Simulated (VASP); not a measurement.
Write the native input for VASP 6.6.1 that does the following.

* Task: relaxation of cell and atoms
* Functional: PBE
* Potentials or basis: VASP PAW PBE potentials, release 64 (Sb, As)
* Cutoff: 600 eV
* k mesh: 4 × 4 × 4
* Occupations: gaussian, width 0.1 eV
* Spin: no spin polarisation
* Dipole correction: no
* Further INCAR settings: ALGO = Normal; EDIFF = 1e-07; IBRION = 2; EDIFFG = -0.04; NSW = 90; ISIF = 3

The structure of SbAs2 lies in POSCAR:

```
SbAs2
1.0
    0.0000000000      3.2396358569      3.2396358569
    3.2396358569      0.0000000000      3.2396358569
    3.2396358569      3.2396358569      0.0000000000
Sb As
1 2
Direct
    0.0000000000      0.0000000000      0.0000000000
    0.2500000000      0.2500000000      0.2500000000
    0.7500000000      0.7500000000      0.7500000000
```

These files were run (other wordings do the same):

INCAR

```
ALGO = Normal
EDIFF = 1E-7
EDIFFG = -0.04
ENCUT = 600
GGA = PE
IBRION = 2
ISIF = 3
ISMEAR = 0
LASPH = True
LCHARG = False
LREAL = False
LWAVE = False
NELM = 100
NSW = 90
PREC = Accurate
SIGMA = 0.1
```

KPOINTS

```
k-points
0
Gamma
  4 4 4
```

Potentials or basis: VASP PAW PBE potentials, release 64 (Sb, As).

Launch:

```bash
$ cat potpaw_PBE.64/Sb/POTCAR potpaw_PBE.64/As/POTCAR > POTCAR
$ mpirun -np 1 vasp_std > vasp.out
```

It gave:

```
Relaxed volume                         : 26.13 Å³/atom
Relaxed cell                           : a = 4.804 Å, b = 4.804 Å, c = 4.804 Å, α = 60.00°, β = 60.00°, γ = 60.00°
Space group after relaxing (to 0.05 Å) : Fm-3m (No. 225)
Energy gained by relaxing              : 104.6 meV/atom
Ionic steps                            : 3
Pressure after relaxing                : 0.0 GPa
```

Caveat: the k points lie up to 0.40 Å⁻¹ apart in the final cell; the volume moved by over 15 % at a fixed basis, so the end points are rough.

Wall time 50 s on 1 thread of Intel(R) Xeon(R) Platinum 8259CL CPU @ 2.50GHz (Skylake/Cascade Lake) (shared host), peak memory 0.22 GiB.
